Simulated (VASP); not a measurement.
Zr: single point with PBE

Crystal: Zr.

```xyz
1
Lattice="-1.4189 1.4189 1.4189 1.4189 -1.4189 1.4189 1.4189 1.4189 -1.4189" Properties=species:S:1:pos:R:3 pbc="T T T"
Zr    0.0000    0.0000    0.0000
```

This cell differs from its parent crystal: volume scaled by 0.5.

```
Program             : VASP 6.6.1
Task                : single point
Functional          : PBE
Potentials or basis : VASP PAW PBE potentials, release 64 (Zr_sv)
Cutoff              : 520 eV
k mesh              : 16 × 16 × 16
Occupations         : fermi-dirac, width 0.05 eV
Spin                : no spin polarisation
```

```yaml
Pressure: 198.2 GPa
Band_gap_on_the_k_mesh: zero (band 6 reaches 20.46 eV, above the bottom of band 7 at 17.33 eV)
```

Levels at points of the mesh, in eV from the Fermi level:
| k point | band 4 | band 5 | band 6 | band 7 | band 8 | band 9 |
| --- | --- | --- | --- | --- | --- | --- |
| (0.00, 0.00, 0.00) | -23.24 | -3.90 | 0.92 | 0.92 | 0.92 | 5.81 |
| (0.50, 0.00, 0.00) | -23.46 | -5.50 | -3.11 | 6.86 | 8.05 | 8.23 |
| (0.50, 0.50, 0.50) | -27.42 | -7.30 | -7.30 | 11.59 | 11.59 | 11.59 |

Wall time 25 s on 1 thread of Intel Xeon 8259CL, with other jobs on the host, peak memory 0.13 GiB.
